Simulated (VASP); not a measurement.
The system is Al3B2N.

```
Al B N
1.0
     3.22542    0.00000    0.00000
     0.00000    3.22542    0.00000
     0.00000    0.00000    7.97614
Al B N
3 2 1
Cartesian
  0.0000 0.0000 0.0000
  0.0000 1.6127 3.9881
  1.6127 0.0000 3.9881
  0.0000 1.6127 0.0000
  1.6127 0.0000 0.0000
  1.6127 1.6127 0.0000
```

The cell was built from a structure type or drawn by symmetry, and may not be a known phase.

- Program: VASP 6.6.1
- Task: relaxation of cell and atoms
- Functional: PBE
- Potentials or basis: VASP PAW PBE potentials, release 64 (Al, B, N)
- Cutoff: 600 eV
- k mesh: 6 × 6 × 2
- Occupations: gaussian, width 0.1 eV
- Spin: no spin polarisation

At the start: pressure 75.0 GPa; volume 13.83 Å³/atom.

**Question.** How do energy, volume and symmetry change on relaxing?

**Answer.** Over 19 steps the energy falls by 2551.2 meV/atom and the volume is 12.64 Å³/atom (-8.6 %); space group P4/mmm (No. 123, to 0.1 Å) before and after.

The path:
| step | energy change (eV) | largest force (eV/Å) | pressure (GPa) | volume (Å³) |
| --- | --- | --- | --- | --- |
| 1 | 0.0000 | 0.0000 | 75.02 | 82.98 |
| 2 | -7.3161 | 0.0000 | -12.22 | 178.25 |
| 3 | -10.8735 | 0.0000 | -1.69 | 127.85 |
| 4 | -10.8731 | 0.0000 | -1.15 | 126.86 |
| 5 | -10.9615 | 0.0000 | -1.35 | 123.86 |
| 6 | -11.3045 | 0.0000 | -2.01 | 114.82 |
| 7 | -12.5438 | 0.0000 | -3.02 | 96.61 |
| 8 | -12.7157 | 0.0000 | 48.39 | 59.66 |
| 9 | -13.2204 | 0.0000 | -2.59 | 88.95 |
| 10 | -14.7464 | 0.0000 | 4.68 | 74.36 |
| 11 | -14.8533 | 0.0000 | 17.80 | 67.03 |
| 12 | -14.9679 | 0.0000 | 9.96 | 70.48 |
| 13 | -14.9719 | 0.0000 | 12.14 | 69.34 |
| 14 | -15.2366 | 0.0000 | 4.41 | 73.13 |
| 15 | -15.2919 | 0.0000 | -2.57 | 77.65 |
| 16 | -15.3011 | 0.0000 | -0.90 | 76.44 |
| 17 | -15.3011 | 0.0000 | -0.69 | 76.30 |
| 18 | -15.3060 | 0.0000 | -0.25 | 76.03 |
| 19 | -15.3071 | 0.0000 | 0.05 | 75.85 |

Final structure:
```xyz
6
Lattice="4.2211 0.0000 0.0000 0.0000 4.2211 0.0000 0.0000 0.0000 4.2568" Properties=species:S:1:pos:R:3 pbc="T T T"
Al    0.0000    0.0000    0.0000
Al    0.0000    2.1105    2.1284
Al    2.1105    0.0000    2.1284
B     0.0000    2.1105    0.0000
B     2.1105    0.0000    0.0000
N     2.1105    2.1105    0.0000
```

Caveat: the k points lie up to 0.74 Å⁻¹ apart in the final cell, too coarse for converged energies and pressures of a metal; a cell axis changed by over 15 % at a fixed basis, so the end point is rough.
